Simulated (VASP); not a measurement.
Wanted: the native input for a VASP 6.6.1 run.

```yaml
Task: single point
Functional: LDA
Potentials_or_basis: VASP PAW LDA potentials, release 64 (Ir_sv_GW)
Cutoff: 560 eV
k_mesh: 15 × 15 × 4
Occupations: fermi-dirac, width 0.1 eV
Spin: no spin polarisation
Dipole_correction: no
Further_INCAR_settings: ALGO = Normal; EDIFF = 1e-06; NBANDS = 42
```

The structure of Ir lies in POSCAR:

```
Ir
1.0
    2.7324894407      0.0000000000      0.0000000000
   -1.3662447203      2.3664052712      0.0000000000
    0.0000000000      0.0000000000      8.9271310234
Ir
4
Direct
    1.0000000000      1.0000000000      1.0000000000
    1.0000000000      1.0000000000      0.5000000000
    0.3333333333      0.6666666667      0.2500000000
    0.6666666667      0.3333333333      0.7500000000
```

This isn't the form of Ir at room conditions, which is fcc.

The input as run:

INCAR

```
SYSTEM = Ir
  ALGO = Normal
  EDIFF = 1E-6
  ENCUT = 560
  GGA_COMPAT = .FALSE.
  ISIF = 2
  ISMEAR = -1
  LASPH = .TRUE.
  LCHARG = .TRUE.
  LELF = .TRUE.
  LREAL = .FALSE.
  LVHAR = .TRUE.
  LWAVE = .FALSE.
  NBANDS = 42
  NELM = 120
  PREC = Accurate
  SIGMA = 0.1
```

KPOINTS

```
k-points
0
G
  15 15 4
  0 0 0
```

Potentials or basis: VASP PAW LDA potentials, release 64 (Ir_sv_GW).

Run with:

```bash
$ cat potpaw_LDA.64/Ir_sv_GW/POTCAR > POTCAR
$ mpirun -np 1 vasp_std > vasp.out
```

Results of the run:

```yaml
Pressure: -14.9 GPa
Band_gap_on_the_k_mesh: zero (bands 34 and 35 overlap by 2.46 eV)
```

Caveat: the cell stands under tension; spin-orbit coupling is left out, which moves the levels of the heavy elements.

Run time: 84 s on 1 thread of Intel(R) Xeon(R) Platinum 8559C (Emerald Rapids), with other jobs on the host, peak memory 0.27 GiB.
